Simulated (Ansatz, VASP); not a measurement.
Two plane-wave programs on EuO

File INCAR:

```
ALGO = Normal
EDIFF = 1E-6
ENCUT = 600
GGA = PE
GGA_COMPAT = F
ISIF = 2
ISMEAR = 0
ISPIN = 2
LASPH = T
LCHARG = F
LDAU = T
LDAUJ = 0 0
LDAUL = 3 -1
LDAUPRINT = 1
LDAUTYPE = 2
LDAUU = 6 0
LMAXMIX = 6
LORBIT = 11
LREAL = F
LWAVE = F
MAGMOM = 7.43 0
NBANDS = 22
NELM = 200
PREC = Accurate
SIGMA = 0.05
```

Contents of KPOINTS:

```
k-points
0
Gamma
  10 10 10
```

POSCAR

```
EuO
1.0
    0.0000000000      2.5719519658      2.5719519658
    2.5719519658      0.0000000000      2.5719519658
    2.5719519658      2.5719519658      0.0000000000
Eu O
1 1
Direct
    0.5000000000      0.5000000000      0.5000000000
    0.0000000000      0.0000000000      0.0000000000
```

Input for Ansatz:

```yaml
crystal:
  lattice:
    - [0.0, 2.5719519658, 2.5719519658]
    - [2.5719519658, 0.0, 2.5719519658]
    - [2.5719519658, 2.5719519658, 0.0]
  atoms:
    - { symbol: Eu, position: [0.5, 0.5, 0.5], spin: 7.43 }
    - { symbol: O, position: [0.0, 0.0, 0.0] }
basis:
  ecutwfc: 420
  ecutrho_ratio: 4
kpoints:
  mp_grid: { grid: [10, 10, 10] }
hamiltonian:
  xc: pbe
  hubbard: { sites: [{ species: Eu, l: f, u_eff: 6.0 }] }
scf:
  occupations: { method: gaussian, width: 0.05 }
  lower_state_search: "off"
output:
  forces: true
  stress: true
  eigenvalues: true
  populations: true
  hubbard: { sites: [{ species: Eu, l: f }] }
  eigenstates:
    nscf_kmesh: { grid: [20, 20, 20] }
    de_dk: true
    e_range: [-2.5, 2.790158416931]
  write_density: true
  write_potential: true
  elf: true
  volumetric_format: npy
magnetization:
  spin_polarized: true
checkpoint:
  read: start.run
  write: ck
  compress: false
  write_wavefunctions: false
  write_every: 100000
```

Alike in both runs: task single point; functional PBE; k mesh 10 × 10 × 10; occupations gaussian, width 0.05 eV; collinear spin; Hubbard terms Eu f U = 6.0 eV.

|  | VASP | Ansatz |
| --- | --- | --- |
| version | VASP 6.6.1 | Ansatz 0.2.0 |
| potentials or method | VASP PAW PBE potentials, release 64 (Eu, O), cutoff 600 eV | scalar-relativistic, plane waves, PAW |
| valence electrons in the cell | 23 | 23 |

Ansatz gave:

* pressure (GPa): 1.7
* net moment per atom (μB): 3.50
* size of the moment on the site where the two differ most (μB): 6.75

Question: Which values does VASP return?

Answer: Pressure (GPa): 1.2; net moment per atom (μB): 3.50; size of the moment on the site where the two differ most (μB): 6.73.

Site moments also hang on the region over which each program counts them. The programs project onto different local orbitals, so the same U acts differently, and such runs can settle in different states. Ansatz's warnings: stability check not made.

Neither program's run includes spin-orbit coupling.
